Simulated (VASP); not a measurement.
# HfB (Fm-3m) in VASP: a series of runs, part 2 of 2

VASP 6.6.1.

## Step 4: Single point, PBE

Input file INCAR:

```
PREC = Accurate
ENCUT = 520
EDIFF = 1E-6
ISMEAR = 0
SIGMA = 0.1
LREAL = False
LASPH = True
NELM = 60
ALGO = Normal
ISIF = 2
LWAVE = False
LCHARG = False
GGA = PE
ISYM = 0
NBANDS = 14
```

Input file KPOINTS:

```
regular mesh
0
Gamma
  4 5 2
```

Input file POSCAR:

```
HfB
1.0
    0.0000000000      2.3100000000      2.3100000000
    2.3100000000      0.0000000000      2.3100000000
    2.3100000000      2.3100000000      0.0000000000
Hf B
1 1
Direct
    0.5000000000      0.5000000000      0.5000000000
    0.0000000000      0.0000000000      0.0000000000
```

Potentials or basis: VASP PAW PBE potentials, release 64 (Hf_pv, B).

On the command line:

```bash
cat potpaw_PBE.64/Hf_pv/POTCAR potpaw_PBE.64/B/POTCAR > POTCAR
mpirun -np 1 vasp_std > vasp.out
```

OUTCAR:

```text
PREC = Accurate
   ENCUT = 520
   EDIFF = 1E-6
   ISMEAR = 0
   LREAL = False
   LASPH = True
   NELM = 60
   ISIF = 2
   GGA = PE
   ISYM = 0

 ion  position               nearest neighbor table
   1  0.500  0.500  0.500-   2 2.31   2 2.31   2 2.31   2 2.31   2 2.31   2 2.31
   2  0.000  0.000  0.000-   1 2.31   1 2.31   1 2.31   1 2.31   1 2.31   1 2.31

IMPORTANT INFORMATION: All symmetrisations will be switched off!
NOSYMM: (Re-)initialisation of all symmetry stuff for point group C_1.

----------------------------------------------------------------------------------------

                                     Primitive cell

  volume of cell :      24.6528

  direct lattice vectors                    reciprocal lattice vectors
     0.000000000  2.310000000  2.310000000    -0.216450216  0.216450216  0.216450216
     2.310000000  0.000000000  2.310000000     0.216450216 -0.216450216  0.216450216
     2.310000000  2.310000000  0.000000000     0.216450216  0.216450216 -0.216450216

  length of vectors
     3.266833329  3.266833329  3.266833329     0.374902772  0.374902772  0.374902772

  position of ions in fractional coordinates (direct lattice)
     0.500000000  0.500000000  0.500000000
     0.000000000  0.000000000  0.000000000

  ion indices of the primitive-cell ions
   primitive index   ion index
                 1           1
                 2           2

----------------------------------------------------------------------------------------

 KPOINTS: regular mesh

Automatic generation of k-mesh.
 Grid dimensions read from file:
 generate k-points for:    4    5    2

 Generating k-lattice:

  Cartesian coordinates                     Fractional coordinates (reciprocal lattice)
    -0.054112554  0.054112554  0.054112554     0.250000000  0.000000000  0.000000000
     0.043290043 -0.043290043  0.043290043     0.000000000  0.200000000  0.000000000
     0.108225108  0.108225108 -0.108225108     0.000000000  0.000000000  0.500000000

  Length of vectors
     0.093725693  0.074980554  0.187451386
[... 102 lines left out ...]
   LEPSILON=     F    determine dielectric tensor
   LRPA    =     F    only Hartree local field effects (RPA)
 non-spin polarized calculation
 Gauss-broadening in eV      SIGMA  =   0.10
  energy-cutoff  :      520.00
  volume of cell :       24.65
 maximum number of plane-waves:       674
   NGX = 13   NGY = 13   NGZ = 13

 number of electron      13.0000002 magnetization

 Free energy of the ion-electron system (eV)
  ---------------------------------------------------
  ext. energy  EPLUGINS =         0.00000000
  ---------------------------------------------------
  free energy    TOTEN  =       -17.23278432 eV

  energy without entropy =      -17.23127541  energy(sigma->0) =      -17.23202986

 E-fermi :   5.2827     XC(G=0): -12.2992

 val. band max:        5.1539740143   @ k =   0.2500   0.0000   0.5000
 cond. band min:       5.4004133604   @ k =   0.2500   0.2000   0.0000
 fundamental gap:      0.2464393461
 Fermi energy:         5.2826954760

 k-point     1 :       0.0000    0.0000    0.0000
  band No.  band energies     occupation
      1     -23.1968      2.00000
      2     -23.1814      2.00000
      3     -23.1253      2.00000
      4      -4.4403      2.00000
      5       7.2927      0.00000
      6       7.3396      0.00000
      7       7.3500      0.00000
      8       9.0814      0.00000
      9       9.0905      0.00000
     10       9.1338      0.00000
     11       9.3364      0.00000
     12       9.3786      0.00000
     13      16.7975      0.00000
     14      18.1510      0.00000
[... 343 lines left out ...]
      1     -23.7469      2.00000
      2     -23.5469      2.00000
      3     -23.3439      2.00000
      4      -0.5870      2.00000
      5       2.7175      2.00000
      6       3.9236      2.00000
      7       4.9718      1.99999
      8       8.9679      0.00000
      9      11.7842      0.00000
     10      12.8199      0.00000
     11      14.5823      0.00000
     12      16.5151      0.00000
     13      19.2362      0.00000
     14      20.3186      0.00000

------------------------ aborting loop because EDIFF is reached ----------------------------------------

  FORCE on cell =-STRESS in cart. coord.  units (eV):
  Direction    XX          YY          ZZ          XY          YZ          ZX
  --------------------------------------------------------------------------------------
  -------------------------------------------------------------------------------------
  Total        4.0848951      4.2121665      5.5850674     -0.6763953     -0.6231489      1.0492186
  in kB      265.4761744    273.7475086    362.9719539    -43.9587371    -40.4982701     68.1884222
  external PRESSURE =     300.7318790 kB  Pullay stress =       0.0000000 kB

 VOLUME and BASIS-vectors are now :
 -----------------------------------------------------------------------------
  energy-cutoff  :      520.00
  volume of cell :       24.65
      direct lattice vectors                 reciprocal lattice vectors
     0.000000000  2.310000000  2.310000000    -0.216450216  0.216450216  0.216450216
     2.310000000  0.000000000  2.310000000     0.216450216 -0.216450216  0.216450216
     2.310000000  2.310000000  0.000000000     0.216450216  0.216450216 -0.216450216

 POSITION                                       TOTAL-FORCE (eV/Angst)
 -----------------------------------------------------------------------------------
      2.31000      2.31000      2.31000         0.000000      0.000000     -0.000000
      0.00000      0.00000      0.00000        -0.000000     -0.000000      0.000000
 -----------------------------------------------------------------------------------
    total drift:                               -0.000003     -0.000003     -0.000000

  FREE ENERGIE OF THE ION-ELECTRON SYSTEM (eV)
  ---------------------------------------------------
  free  energy   TOTEN  =       -17.2327843158 eV

  energy  without entropy=      -17.2312754075  energy(sigma->0) =      -17.23202986
```

Run time: 12 s. Hardware: 1 thread of AMD EPYC 7R43 (Zen 3), shared host; peak memory 0.1 GiB.

The run converged, but its numbers aren't listed here, since they failed a check.

Caveat: the k points lie up to 1.18 Å⁻¹ apart; spin-orbit coupling is left out, which moves the levels of the heavy elements.

## Step 5: Relaxation of shape and atoms at fixed volume, LDA

Input file INCAR:

```
SYSTEM = HfB
  PREC = Accurate
  ENCUT = 600
  EDIFF = 1E-6
  ISMEAR = 0
  SIGMA = 0.1
  LREAL = .FALSE.
  LASPH = .TRUE.
  NELM = 60
  ALGO = Normal
  ISIF = 4
  LWAVE = .FALSE.
  LCHARG = .FALSE.
  IBRION = 2
  NSW = 25
  EDIFFG = -0.04
  ISYM = 0
```

Input file KPOINTS:

```
Automatic mesh
0
Gamma
  2 2 2
  0.25 0.25 0.25
```

POSCAR is that of step 4.

Potentials or basis: VASP PAW LDA potentials, release 64 (Hf_pv, B).

On the command line:

```bash
cat potpaw_LDA.64/Hf_pv/POTCAR potpaw_LDA.64/B/POTCAR > POTCAR
mpirun -np 1 vasp_std > vasp.out
```

Run time: 18 s. Hardware: 1 thread of AMD EPYC 7R43 (Zen 3), shared host; peak memory 0.11 GiB.

The run converged. Its results:

```
Free energy             : -18.7102 eV
Pressure after relaxing : 19.2 GPa
```

Final structure:
```yaml
crystal:
  lattice:
    - [0.00000, 2.31000, 2.31000]
    - [2.31000, 0.00000, 2.31000]
    - [2.31000, 2.31000, 0.00000]
  atoms:
    - { symbol: Hf, position: [0.50000, 0.50000, 0.50000] }
    - { symbol: B, position: [0.00000, 0.00000, 0.00000] }
```

Levels at points of the mesh, in eV from the Fermi level:
```tsv
k point	band 4	band 5	band 6	band 7	band 8	band 9
(0.12, 0.12, 0.12)	-10.39	-0.50	0.09	0.09	1.53	1.53
```

Caveat: the k points lie up to 1.18 Å⁻¹ apart in the final cell; the relaxation stopped at its first step, so nothing moved; spin-orbit coupling is left out, which moves the levels of the heavy elements.

## Step 6: Single point, LDA

Input file INCAR:

```
PREC = Accurate
ENCUT = 520
EDIFF = 1E-7
ISMEAR = 0
SIGMA = 0.1
LREAL = F
LASPH = T
NELM = 60
ALGO = Normal
ISIF = 2
LWAVE = F
LCHARG = F
GGA = CA
ISYM = 0
NBANDS = 14
```

Input file KPOINTS:

```
Automatic mesh
0
Gamma
  4 4 4
  0.5 0.5 0.5
```

POSCAR is that of step 5.

Potentials or basis: VASP PAW LDA potentials, release 64 (Hf_pv, B).

On the command line:

```bash
cat potpaw_LDA.64/Hf_pv/POTCAR potpaw_LDA.64/B/POTCAR > POTCAR
mpirun -np 1 vasp_std > vasp.out
```

Run time: 50 s. Hardware: 1 thread of AMD EPYC 7R43 (Zen 3), shared host; peak memory 0.12 GiB.

It converged, with:

| Property | Result |
| --- | --- |
| Free energy | -18.9302 eV |
| Pressure | 19.9 GPa |

Levels at points of the mesh, in eV from the Fermi level:
```tsv
k point	band 5	band 6	band 7	band 8	band 9	band 10
(0.12, 0.12, 0.12)	1.13	1.73	1.73	3.15	3.15	4.80
```

Caveat: the k points lie up to 0.59 Å⁻¹ apart; spin-orbit coupling is left out, which moves the levels of the heavy elements.

## Step 7: The runs side by side

| task | level | potentials or basis | cell | k mesh | cutoff (eV) | smearing | gap on the mesh (eV) | pressure (GPa) |
| --- | --- | --- | --- | --- | --- | --- | --- | --- |
| single point | PBE | VASP PAW PBE potentials, release 64 (Hf_pv, B) | as given | 6 × 6 × 6 | 520 | methfessel-paxton 0.0053 eV | none | 30.6 |
| relaxation of shape and atoms at fixed volume | LDA | VASP PAW LDA potentials, release 64 (Hf_pv, B) | relaxed | 2 × 2 × 2, shifted | 600 | gaussian 0.1 eV | none | 19.2 |
| single point | LDA | VASP PAW LDA potentials, release 64 (Hf_pv, B) | as given | 4 × 4 × 4, shifted | 520 | gaussian 0.1 eV | none | 19.9 |

Alike in all rows: no spin polarisation.

Caveats: all runs use coarse meshes; spin-orbit coupling is left out, which moves the levels of the heavy elements; the relaxation stopped at its first step, so nothing moved (some runs).

Total energies depend on the potentials used, so only differences within one code and one set of settings carry meaning.
